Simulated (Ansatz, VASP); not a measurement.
# Two plane-wave programs on C

INCAR

```
PREC = Accurate
ENCUT = 520
EDIFF = 1E-6
ISMEAR = 0
SIGMA = 0.1
LREAL = F
LASPH = T
NELM = 80
ALGO = Normal
ISIF = 2
LWAVE = F
LCHARG = F
LDIPOL = T
IDIPOL = 3
DIPOL = 0.5 0.5 0.345
GGA = PE
IVDW = 12
NBANDS = 16
```

Contents of KPOINTS:

```
Automatic mesh
0
Gamma
  15 15 1
```

Contents of POSCAR:

```
C
1.0
    2.4656524415      0.0000000000      0.0000000000
   -1.2328262207      2.1353176512      0.0000000000
    0.0000000000      0.0000000000     17.5000663887
C
4
Direct
    0.6666666667      0.3333333333      0.2571437785
    0.3333333333      0.6666666667      0.2571418816
    0.6666666667      0.6666666667      0.4320021548
    0.3333333333      1.0000000000      0.4320002580
```

Input for Ansatz:

```yaml
crystal:
  lattice:
    - [2.4656524415, 0.0, 0.0]
    - [-1.2328262207, 2.1353176512, 0.0]
    - [0.0, 0.0, 17.5000663887]
  atoms:
    - { symbol: C, position: [0.6666666667, 0.3333333333, 0.2571437785] }
    - { symbol: C, position: [0.3333333333, 0.6666666667, 0.2571418816] }
    - { symbol: C, position: [0.6666666667, 0.6666666667, 0.4320021548] }
    - { symbol: C, position: [0.3333333333, 1.0, 0.432000258] }
basis:
  ecutwfc: 420
kpoints:
  mp_grid: { grid: [15, 15, 1] }
hamiltonian:
  xc: pbe
  pseudopotentials: { kind: paw, azcp: { folder: soft_1 } }
  dispersion: d3bj
scf:
  occupations: { method: gaussian, width: 0.1 }
output:
  forces: true
  eigenvalues: true
efield:
  axis: 3
  dipole_correction: true
  ramp_width: 0.04
```

Alike in both runs: task single point; functional PBE; dispersion D3(BJ); k mesh 15 × 15 × 1; occupations gaussian, width 0.1 eV; no spin polarisation.

|  | VASP | Ansatz |
| --- | --- | --- |
| version | VASP 6.6.1 | Ansatz 0.2.0 |
| potentials or method | VASP PAW PBE potentials, release 64 (C), cutoff 520 eV | scalar-relativistic, plane waves, PAW |
| valence electrons in the cell | 16 | 16 |

VASP gave:

* gap on the k mesh at the Fermi level (eV): 0.64
* least direct gap on the mesh (eV): 0.64
* rms of the force components (eV/Å): 0.080

Task: Estimate Ansatz's values.

Result: gap on the k mesh at the Fermi level (eV): 0.64; least direct gap on the mesh (eV): 0.64; rms of the force components (eV/Å): 0.079.

Atom by atom the forces differ by 0.000 eV/Å (rms over components). Ansatz's warnings: structure snapped to symmetry.
